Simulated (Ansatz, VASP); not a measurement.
# TaN: VASP beside Ansatz

Contents of INCAR:

```
SYSTEM = TaN
PREC = Accurate
ENCUT = 600
EDIFF = 1E-7
ISMEAR = -1
SIGMA = 0.05
LREAL = .FALSE.
LASPH = .TRUE.
NELM = 100
ALGO = Normal
ISIF = 3
LWAVE = .FALSE.
LCHARG = .FALSE.
GGA = PS
IVDW = 13
IBRION = 2
NSW = 60
EDIFFG = -0.01
```

Contents of KPOINTS:

```
Automatic mesh
0
G
  10 10 10
  0 0 0
```

POSCAR

```
TaN
1.0
    0.0000000000      2.2113230000      2.2113230000
    2.2113230000      0.0000000000      2.2113230000
    2.2113230000      2.2113230000      0.0000000000
Ta N
1 1
Direct
    0.5000000000      0.5000000000      0.5000000000
    0.0000000000      0.0000000000      0.0000000000
```

File input.yaml:

```yaml
crystal:
  lattice:
    - [0.0, 2.211323, 2.211323]
    - [2.211323, 0.0, 2.211323]
    - [2.211323, 2.211323, 0.0]
  atoms:
    - { symbol: Ta, position: [0.5, 0.5, 0.5] }
    - { symbol: "N", position: [0.0, 0.0, 0.0] }
hamiltonian:
  xc: pbesol
  pseudopotentials: { kind: paw }
  dispersion: d4
kpoints:
  mp_grid: { grid: [10, 10, 10] }
scf:
  occupations: { method: fermi_dirac, width: 0.05 }
output:
  forces: true
  stress: true
relax:
  f_tol: 0.01
  max_steps: 40
  cell: { stress_tol: 0.05 }
```

Alike in both runs: task relaxation of cell and atoms; functional PBEsol; dispersion D4; k mesh 10 × 10 × 10; occupations fermi-dirac, width 0.05 eV; no spin polarisation.

```csv
,VASP,Ansatz
version,VASP 6.6.1,Ansatz 0.2.0
potentials or method,"VASP PAW PBE potentials, release 64 (Ta_pv, N)",Ansatz PAW
plane-wave cutoff (eV),600,420
valence electrons in the cell,16,18
```

Ansatz gave:

| Item | Value |
| --- | --- |
| relaxed volume (Å³/atom) | 10.38 |
| relaxed cell length with the largest relative difference (Å) | 3.085 |

Q: Estimate VASP's values.

A: Relaxed volume (Å³/atom): 10.41; relaxed cell length with the largest relative difference (Å): 3.088.

VASP's potentials were made for PBE, not for PBEsol. VASP's potentials hold 16 valence electrons a cell and Ansatz's 18, so a difference there can come from the potentials and not from the codes.

Spin-orbit coupling is off throughout. Noted on VASP's run: too few bands were computed for a metal, which touches its energy and stress. Noted on Ansatz's run: the plane-wave basis is chosen anew once the cell has moved, so the energies of steps on either side of that aren't comparable.
